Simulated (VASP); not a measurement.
Here is a VASP 6.6.1 calculation.

The input INCAR:

```
PREC = Accurate
ENCUT = 600
EDIFF = 1E-6
ISMEAR = 0
SIGMA = 0.01
LREAL = False
LASPH = True
NELM = 120
ALGO = Normal
ISIF = 2
LWAVE = False
LCHARG = False
NBANDS = 19
GGA_COMPAT = False
```

File KPOINTS:

```
Automatic mesh
0
Gamma
  4 4 4
```

POSCAR

```
TiO2
1.0
    0.0000000000      2.3968272579      2.3968272579
    2.3968272579      0.0000000000      2.3968272579
    2.3968272579      2.3968272579      0.0000000000
Ti O
1 2
Direct
    0.0000000000      0.0000000000      0.0000000000
    0.2500000000      0.2500000000      0.2500000000
    0.7500000000      0.7500000000      0.7500000000
```

Potentials or basis: VASP PAW LDA potentials, release 64 (Ti_sv, O).

Run with:

```bash
$ cat potpaw_LDA.64/Ti_sv/POTCAR potpaw_LDA.64/O/POTCAR > POTCAR
$ mpirun -np 1 vasp_std > vasp.out
```

(1) Predict the pressure.

(2) What does it give for the band gap on the k mesh?

Answers

(1) -9.0 GPa.

(2) 1.00 eV, indirect (least direct gap 1.72 eV).

Caveat: the k points lie up to 0.57 Å⁻¹ apart.
